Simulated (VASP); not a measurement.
Wanted: the native input for a VASP 6.6.1 run.

```yaml
Task: single point
Functional: PBE
Dispersion: D3(BJ)
Potentials_or_basis: VASP PAW PBE potentials, release 64 (Te, Ge_d, Sb)
Cutoff: 520 eV
k_mesh: 10 × 10 × 2
Occupations: gaussian, width 0.03 eV
Spin: no spin polarisation
Dipole_correction: no
Further_INCAR_settings: ALGO = Normal; EDIFF = 1e-06; NBANDS = 44; ISYM = 0
```

The structure of Ge2Sb2Te5 lies in POSCAR:

```
Ge2Sb2Te5
1.0
    4.2143955254     -0.0000544037     -0.0008268714
   -2.1072448777      3.6497463847      0.0008268714
    2.1038378868     -1.2146513703     17.1974765742
Te Ge Sb
5 2 2
Direct
    0.0000000000      0.0000000000      0.0000000000
    0.6013554538      0.3986445462      0.1964504075
    0.1956692692      0.8043307308      0.4140277406
    0.8043307308      0.1956692692      0.5859722594
    0.3986445462      0.6013554538      0.8035495925
    0.3002770766      0.6997229234      0.0993320218
    0.6997229234      0.3002770766      0.9006679782
    0.8958405686      0.1041594314      0.3132250375
    0.1041594314      0.8958405686      0.6867749625
```

One way to write it, as run:

INCAR

```
SYSTEM = Ge2Sb2Te5
ALGO = Normal
EDIFF = 1E-6
ENCUT = 520
GGA = PE
ISIF = 2
ISMEAR = 0
ISYM = 0
IVDW = 12
KPAR = 4
LASPH = .TRUE.
LCHARG = .TRUE.
LREAL = .FALSE.
LVHAR = .TRUE.
LWAVE = .FALSE.
NBANDS = 44
NELM = 80
PREC = Accurate
SIGMA = 0.03
```

KPOINTS

```
k-points
0
G
  10 10 2
  0 0 0
```

Potentials or basis: VASP PAW PBE potentials, release 64 (Te, Ge_d, Sb).

Run with:

```console
$ cat potpaw_PBE.64/Te/POTCAR potpaw_PBE.64/Ge_d/POTCAR potpaw_PBE.64/Sb/POTCAR > POTCAR
$ mpirun -np 4 vasp_std > vasp.out
```

It gave:

The pressure is -0.1 GPa and the largest force is 0.023 eV/Å. The band gap on the k mesh is 0.23 eV (least direct gap 0.28 eV) and the dispersion energy per atom is -0.427 eV.

Caveat: semilocal functionals underestimate gaps, and a narrow one can read as zero; spin-orbit coupling is left out, which moves the levels of the heavy elements.

Wall time 14 min on 4 MPI ranks on Oxide Virtual Turin-like Processor, with other jobs on the host, peak memory 1.1 GiB a rank.
